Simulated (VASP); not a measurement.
# ZnSe (P6_3/mmc) in VASP: settings compared

Aim: see how the results for ZnSe move with the level of theory and the settings. Levels: LDA, PBEsol. Tasks: single point.

Everything below comes from runs of VASP 6.6.1. Logs are shortened: lines on timing, memory, paths and dates and some standing lists are left out, and cuts for length are marked.

## 1. The cell of the first run

Symmetry: P6_3/mmc, No. 194, hexagonal system. The conventional cell has a = 3.705 Å, b = 3.705 Å, c = 6.021 Å, α = 90.00°, β = 90.00°, γ = 120.00°. Within 3.5 Å of Zn (site symmetry -3m) lie 6 Se at 2.62 Å and 2 Zn at 3.01 Å. Se (site symmetry -6m2) has 6 Zn at 2.62 Å within 3.5 Å.

## 2. Single point, LDA

INCAR reads:

```
SYSTEM = ZnSe
PREC     = Accurate       ! precision mode
ENCUT    = 520            ! plane-wave cutoff, eV
EDIFF    = 1E-7           ! SCF threshold, eV
ISMEAR   = -1             ! smearing method
SIGMA    = 0.02           ! smearing width, eV
LREAL    = .FALSE.        ! projectors in reciprocal space
LASPH    = .TRUE.         ! aspherical terms in the spheres
NELM     = 60             ! most SCF steps
ALGO     = Normal         ! electronic algorithm
ISIF     = 2              ! what is computed and relaxed
LWAVE    = .FALSE.        ! write WAVECAR
LCHARG   = .FALSE.        ! write CHGCAR
GGA      = CA             ! functional
NBANDS   = 26             ! bands
```

KPOINTS reads:

```
Automatic mesh
0
G
  12 12 4
  0 0 0
```

POSCAR reads:

```
ZnSe
1.0
    3.7046490743      0.0000000000      0.0000000000
   -1.8523245372      3.2083202105      0.0000000000
    0.0000000000      0.0000000000      6.0214929364
Zn Se
2 2
Direct
    0.0000000000      0.0000000000      0.0000000000
    0.0000000000      0.0000000000      0.5000000000
    0.3333333333      0.6666666667      0.2500000000
    0.6666666667      0.3333333333      0.7500000000
```

Potentials or basis: VASP PAW LDA potentials, release 64 (Zn, Se).

Run with:

```
cat potpaw_LDA.64/Zn/POTCAR potpaw_LDA.64/Se/POTCAR > POTCAR
mpirun -np 1 vasp_std > vasp.out
```

OUTCAR:

```text
SYSTEM = ZnSe
   PREC = Accurate
   ENCUT = 520
   EDIFF = 1E-7
   ISMEAR = -1
   LREAL = .FALSE.
   LASPH = .TRUE.
   NELM = 60
   ISIF = 2
   GGA = CA

 ion  position               nearest neighbor table
   1  0.000  0.000  0.000-   3 2.62   4 2.62   4 2.62   3 2.62   4 2.62   3 2.62   2 3.01   2 3.01

   2  0.000  0.000  0.500-   3 2.62   4 2.62   4 2.62   3 2.62   4 2.62   3 2.62   1 3.01   1 3.01

   3  0.333  0.667  0.250-   1 2.62   2 2.62   1 2.62   2 2.62   1 2.62   2 2.62
   4  0.667  0.333  0.750-   1 2.62   2 2.62   1 2.62   2 2.62   1 2.62   2 2.62

  LATTYP: Found a hexagonal cell.
 ALAT       =     3.7046490743
 C/A-ratio  =     1.6253882124

  Lattice vectors:

 A1 = (   3.7046490743,   0.0000000000,   0.0000000000)
 A2 = (  -1.8523245372,   3.2083202105,   0.0000000000)
 A3 = (   0.0000000000,   0.0000000000,   6.0214929364)

Analysis of symmetry for initial positions (statically):
=====================================================================
 Subroutine PRICEL returns:
 Original cell was already a primitive cell.

 Routine SETGRP: Setting up the symmetry group for a
 hexagonal supercell.

 Subroutine GETGRP returns: Found 24 space group operations
 (whereof 12 operations were pure point group operations)
 out of a pool of 24 trial point group operations.

The static configuration has the point symmetry D_3d.
 The point group associated with its full space group is D_6h.

Analysis of symmetry for dynamics (positions and initial velocities):
=====================================================================
 Subroutine PRICEL returns:
 Original cell was already a primitive cell.

 Routine SETGRP: Setting up the symmetry group for a
 hexagonal supercell.

 Subroutine GETGRP returns: Found 24 space group operations
 (whereof 12 operations were pure point group operations)
 out of a pool of 24 trial point group operations.

The dynamic configuration has the point symmetry D_3d.
 The point group associated with its full space group is D_6h.

 Subroutine INISYM returns: Found 24 space group operations
 (whereof 12 operations are pure point group operations),
 and found     1 'primitive' translations

----------------------------------------------------------------------------------------

                                     Primitive cell

  volume of cell :      71.5697

  direct lattice vectors                    reciprocal lattice vectors
     3.704649074  0.000000000  0.000000000     0.269931100  0.155844793  0.000000000
    -1.852324537  3.208320211  0.000000000     0.000000000  0.311689587  0.000000000
     0.000000000  0.000000000  6.021492936     0.000000000  0.000000000  0.166071772

  length of vectors
     3.704649074  3.704649074  6.021492936     0.311689587  0.311689587  0.166071772

  position of ions in fractional coordinates (direct lattice)
     0.000000000  0.000000000  0.000000000
     0.000000000  0.000000000  0.500000000
     0.333333333  0.666666667  0.250000000
     0.666666667  0.333333333  0.750000000

  ion indices of the primitive-cell ions
   primitive index   ion index
                 1           1
                 2           2
                 3           3
                 4           4

----------------------------------------------------------------------------------------

 KPOINTS: Automatic mesh

Automatic generation of k-mesh.
 Grid dimensions read from file:
 generate k-points for:   12   12    4

 Generating k-lattice:

  Cartesian coordinates                     Fractional coordinates (reciprocal lattice)
     0.022494258  0.012987066  0.000000000     0.083333333  0.000000000  0.000000000
     0.000000000  0.025974132  0.000000000     0.000000000  0.083333333  0.000000000
     0.000000000  0.000000000  0.041517943     0.000000000  0.000000000  0.250000000

  Length of vectors
     0.025974132  0.025974132  0.041517943

  Shift w.r.t. Gamma in fractional coordinates (k-lattice)
     0.000000000  0.000000000  0.000000000

 Subroutine IBZKPT returns following result:
 ===========================================

 Found     57 irreducible k-points:

 Following reciprocal coordinates:
            Coordinates               Weight
  0.000000  0.000000  0.000000      1.000000
  0.083333 -0.000000  0.000000      6.000000
  0.166667 -0.000000  0.000000      6.000000
  0.250000 -0.000000  0.000000      6.000000
  0.333333 -0.000000  0.000000      6.000000
  0.416667 -0.000000  0.000000      6.000000
[... 16 lines left out ...]
  0.250000 -0.000000  0.250000     12.000000
  0.333333 -0.000000  0.250000     12.000000
 [... further k-points ...]
   k-points           NKPTS =     57   k-points in BZ     NKDIM =     57   number of bands    NBANDS=     26
   number of dos      NEDOS =    301   number of ions     NIONS =      4
   total plane-waves  NPLWV =  37632
   dimension x,y,z NGX =    28 NGY =   28 NGZ =   48
   dimension x,y,z NGXF=    56 NGYF=   56 NGZF=   96
   ions per type =               2   2
   NGX,Y,Z   is equivalent  to a cutoff of  12.56, 12.56, 13.25 a.u.
   NGXF,Y,Z  is equivalent  to a cutoff of  25.13, 25.13, 26.50 a.u.
 SYSTEM =  ZnSe
   PREC   = accura    normal or accurate (medium, high low for compatibility)
   ISTART =      0    job   : 0-new  1-cont  2-samecut
   ICHARG =      2    charge: 1-file 2-atom 10-const
   ISPIN  =      1    spin polarized calculation?
   LNONCOLLINEAR =      F non collinear calculations
   LSORBIT =      F    spin-orbit coupling
   LASPH  =      T    aspherical Exc in radial PAW
   ENCUT  =  520.0 eV  38.22 Ry    6.18 a.u.   6.89  6.89 11.20*2*pi/ulx,y,z
   NELM   =     60;   NELMIN=  2; NELMDL= -5     # of ELM steps
   EDIFF  = 0.1E-06   stopping-criterion for ELM
   LREAL  =      F    real-space projection
   EDIFFG = 0.1E-05   stopping-criterion for IOM
   NSW    =      0    number of steps for IOM
   IBRION =     -1    ionic relax: 0-MD 1-quasi-New 2-CG
   NFREE  =      0    steps in history (QN), initial steepest desc. (CG)
   ISIF   =      2    stress and relaxation
   ISYM   =      2    0-nonsym 1-usesym 2-fastsym
   POTIM  = 0.5000    time-step for ionic-motion
   TEBEG  =    0.0;   TEEND  =   0.0 temperature during run
   PSTRESS=    0.0 pullay stress
   NELECT =      36.0000    total number of electrons
   NUPDOWN=      -1.0000    fix difference up-down
   EMIN   =  10.00;   EMAX   =-10.00  energy-range for DOS
   EFERMI =   0.00;   METHOD = LEGACY
   ISMEAR =    -1;   SIGMA  =   0.02  broadening in eV -4-tet -1-fermi 0-gaus
   EFERMI_NEDOS =   21; number of points for ismear=-14 and -15
   IALGO  =     38    algorithm
   IMIX   =      4    mixing-type and parameters
     AMIX     =   0.40;   BMIX     =  1.00
     AMIX_MAG =   1.60;   BMIX_MAG =  1.00
  volume/ion in A,a.u.               =      17.89       120.74
  Fermi-wavevector in a.u.,A,eV,Ry     =   1.301965  2.460357 23.063414  1.695113
  Thomas-Fermi vector in A             =   2.433064
   LORBIT       =      0    0 simple, 1 ext, 2 COOP (PROOUT), +10 PAW based schemes
   GGA     = CA    functional components
   LHFCALC =     F    Hartree Fock is set to
   AEXX    =    0.0000 exact exchange contribution
   IVDW    =     0    specifies the selected vdW correction
   LEPSILON=     F    determine dielectric tensor
   LRPA    =     F    only Hartree local field effects (RPA)
 non-spin polarized calculation
  energy-cutoff  :      520.00
  volume of cell :       71.57
 maximum number of plane-waves:      1959
 NGX is ok and might be reduce to    28
   NGX = 13   NGY = 13   NGZ = 23

 number of electron      35.9999988 magnetization

 Free energy of the ion-electron system (eV)
  ---------------------------------------------------
  ext. energy  EPLUGINS =         0.00000000
  ---------------------------------------------------
  free energy    TOTEN  =       -13.64093024 eV

  energy without entropy =      -13.64015591  energy(sigma->0) =      -13.64054308

 E-fermi :   3.8174     XC(G=0): -11.0503

 val. band max:        3.7987940271   @ k =   0.0833  -0.0000   0.0000
 cond. band min:       3.8540706742   @ k =   0.2500  -0.0000   0.0000
 fundamental gap:      0.0552766471
 Fermi energy:         3.8174173674

 k-point     1 :       0.0000    0.0000    0.0000
  band No.  band energies     occupation
      1     -10.5922      2.00000
      2      -8.9666      2.00000
      3      -3.7745      2.00000
      4      -3.4157      2.00000
      5      -3.4157      2.00000
      6      -3.3386      2.00000
[... 18 lines left out ...]
     25      11.7540      0.00000
     26      11.9071      0.00000

 k-point     2 :       0.0833   -0.0000    0.0000
  band No.  band energies     occupation
      1     -10.5218      2.00000
      2      -8.9401      2.00000
      3      -3.7058      2.00000
      4      -3.4114      2.00000
      5      -3.3901      2.00000
      6      -3.3383      2.00000
[... 18 lines left out ...]
     25      12.0740      0.00000
     26      12.2607      0.00000

 k-point     3 :       0.1667   -0.0000    0.0000
  band No.  band energies     occupation
      1     -10.3169      2.00000
      2      -8.8687      2.00000
      3      -3.5233      2.00000
      4      -3.4041      2.00000
      5      -3.3467      2.00000
      6      -3.3066      2.00000
[... 18 lines left out ...]
     25      11.1999      0.00000
     26      12.1352      0.00000

 k-point     4 :       0.2500   -0.0000    0.0000
  band No.  band energies     occupation
      1      -9.9977      2.00000
      2      -8.7773      2.00000
      3      -3.4048      2.00000
      4      -3.3764      2.00000
      5      -3.3443      2.00000
      6      -3.2064      2.00000
[... 18 lines left out ...]
     25      11.7016      0.00000
     26      12.0258      0.00000

 k-point     5 :       0.3333   -0.0000    0.0000
  band No.  band energies     occupation
      1      -9.6061      2.00000
      2      -8.7083      2.00000
      3      -3.5123      2.00000
      4      -3.4160      2.00000
      5      -3.3370      2.00000
      6      -3.2494      2.00000
[... 18 lines left out ...]
     25      12.4614      0.00000
     26      13.3647      0.00000

 k-point     6 :       0.4167   -0.0000    0.0000
  band No.  band energies     occupation
      1      -9.2155      2.00000
      2      -8.7175      2.00000
      3      -3.7644      2.00000
      4      -3.4292      2.00000
      5      -3.3718      2.00000
      6      -3.2689      2.00000
[... 427 lines left out ...]
 k-point    21 :       0.0833   -0.0000    0.2500
  band No.  band energies     occupation
      1     -10.3473      2.00000
      2      -9.2579      2.00000
      3      -3.4809      2.00000
      4      -3.3597      2.00000
      5      -3.2958      2.00000
      6      -3.2890      2.00000
[... 18 lines left out ...]
     25      11.2320      0.00000
     26      12.1677      0.00000

 k-point    22 :       0.1667   -0.0000    0.2500
  band No.  band energies     occupation
      1     -10.1520      2.00000
      2      -9.1488      2.00000
      3      -3.4796      2.00000
      4      -3.3520      2.00000
      5      -3.2850      2.00000
      6      -3.2111      2.00000
[... 18 lines left out ...]
     25      10.9806      0.00000
     26      12.1784      0.00000

 k-point    23 :       0.2500   -0.0000    0.2500
  band No.  band energies     occupation
      1      -9.8509      2.00000
      2      -8.9981      2.00000
      3      -3.4362      2.00000
      4      -3.3513      2.00000
      5      -3.3130      2.00000
      6      -3.2589      2.00000
[... 18 lines left out ...]
     25      11.9088      0.00000
     26      12.2280      0.00000

 k-point    24 :       0.3333   -0.0000    0.2500
  band No.  band energies     occupation
      1      -9.4884      2.00000
      2      -8.8553      2.00000
      3      -3.4937      2.00000
      4      -3.3601      2.00000
      5      -3.3242      2.00000
      6      -3.2555      2.00000
[... 18 lines left out ...]
     25      12.9659      0.00000
     26      13.0678      0.00000

 [... further k-points ...]
[... 5 lines left out ...]
  --------------------------------------------------------------------------------------
  -------------------------------------------------------------------------------------
  Total        0.1943690      0.1943690      0.2029193     -0.0000000     -0.0000000     -0.0000000
  in kB        4.3511963      4.3511963      4.5426057     -0.0000000     -0.0000000     -0.0000000
  external PRESSURE =       4.4149994 kB  Pullay stress =       0.0000000 kB

 VOLUME and BASIS-vectors are now :
 -----------------------------------------------------------------------------
  energy-cutoff  :      520.00
  volume of cell :       71.57
      direct lattice vectors                 reciprocal lattice vectors
     3.704649074  0.000000000  0.000000000     0.269931100  0.155844793  0.000000000
    -1.852324537  3.208320211  0.000000000     0.000000000  0.311689587  0.000000000
     0.000000000  0.000000000  6.021492936     0.000000000  0.000000000  0.166071772

 POSITION                                       TOTAL-FORCE (eV/Angst)
 -----------------------------------------------------------------------------------
      0.00000      0.00000      0.00000        -0.000000      0.000000      0.000000
      0.00000      0.00000      3.01075        -0.000000      0.000000      0.000000
     -0.00000      2.13888      1.50537        -0.000000      0.000000     -0.000000
      1.85232      1.06944      4.51612         0.000000     -0.000000     -0.000000
 -----------------------------------------------------------------------------------
    total drift:                               -0.000000      0.000000      0.000000

  FREE ENERGIE OF THE ION-ELECTRON SYSTEM (eV)
  ---------------------------------------------------
  free  energy   TOTEN  =       -13.6409302449 eV

  energy  without entropy=      -13.6401559116  energy(sigma->0) =      -13.64054308
```

Run time: 2.4 min. Hardware: 1 thread of Intel Xeon 8259CL, shared host; peak memory 0.22 GiB.

What came out:

```
Free energy            : -13.6409 eV
Pressure               : 0.4 GPa
Band gap on the k mesh : zero (bands 18 and 19 overlap by 0.64 eV)
```

Levels at points of the mesh, in eV from the Fermi level:
| k point | band 16 | band 17 | band 18 | band 19 | band 20 | band 21 |
| --- | --- | --- | --- | --- | --- | --- |
| (0.00, 0.00, 0.00) | -0.44 | -0.13 | -0.13 | 0.69 | 2.94 | 6.03 |
| (0.50, 0.00, 0.00) | -2.76 | -2.54 | -0.10 | 2.14 | 2.75 | 3.37 |
| (0.00, 0.00, 0.50) | -0.35 | -0.35 | -0.35 | 2.98 | 2.98 | 6.06 |
| (0.50, 0.00, 0.50) | -1.73 | -1.67 | -1.67 | 1.42 | 1.42 | 4.89 |

Caveat: semilocal functionals underestimate gaps, and a narrow one can read as zero.

## 3. Single point, PBEsol

This run uses another cell than the first one, of 18.48 Å³/atom.

INCAR reads:

```
PREC     = Accurate       # precision mode
ENCUT    = 520            # plane-wave cutoff, eV
EDIFF    = 1E-7           # SCF threshold, eV
ISMEAR   = -1             # smearing method
SIGMA    = 0.02           # smearing width, eV
LREAL    = F              # projectors in reciprocal space
LASPH    = T              # aspherical terms in the spheres
NELM     = 60             # most SCF steps
ALGO     = Normal         # electronic algorithm
ISIF     = 2              # what is computed and relaxed
LWAVE    = F              # write WAVECAR
LCHARG   = T              # write CHGCAR
GGA      = PS             # functional
LELF     = T              # ELF
LVHAR    = T            
NBANDS   = 26             # bands
```

KPOINTS reads:

```
Automatic mesh
0
Gamma
  12 12 4
```

POSCAR reads:

```
ZnSe
1.0
    3.7442149501      0.0000000000      0.0000000000
   -1.8721074751      3.2425852640      0.0000000000
    0.0000000000      0.0000000000      6.0874789688
Zn Se
2 2
Direct
    0.0000000000      0.0000000000      0.0000000000
    0.0000000000      0.0000000000      0.5000000000
    0.3333333333      0.6666666667      0.2500000000
    0.6666666667      0.3333333333      0.7500000000
```

Potentials or basis: VASP PAW PBE potentials, release 64 (Zn, Se).

Run with:

```
cat potpaw_PBE.64/Zn/POTCAR potpaw_PBE.64/Se/POTCAR > POTCAR
mpirun -np 1 vasp_std > vasp.out
```

Run time: 2.4 min. Hardware: 1 thread of Intel Xeon 8259CL, shared host; peak memory 0.25 GiB.

The run converged. Its results:

```
Free energy            : -12.4638 eV
Pressure               : 0.3 GPa
Band gap on the k mesh : zero (bands 18 and 19 overlap by 0.52 eV)
```

Levels at points of the mesh, in eV from the Fermi level:
```csv
k point,band 15,band 16,band 17,band 18,band 19,band 20,band 21,band 22
"(0.00, 0.00, 0.00)",-0.64,-0.42,-0.13,-0.13,0.59,2.93,6.04,6.04
"(0.50, 0.00, 0.00)",-3.85,-2.64,-2.43,-0.10,2.12,2.77,3.37,4.91
"(0.00, 0.00, 0.50)",-0.33,-0.33,-0.33,-0.33,2.91,2.91,6.07,6.07
"(0.50, 0.00, 0.50)",-1.67,-1.67,-1.59,-1.59,1.45,1.45,4.91,4.91
```

Caveat: semilocal functionals underestimate gaps, and a narrow one can read as zero; the PAW data sets were made with another functional, which shifts forces and pressure a little.

The gap in the log of VASP goes by the Fermi energy; the results here count the filled bands.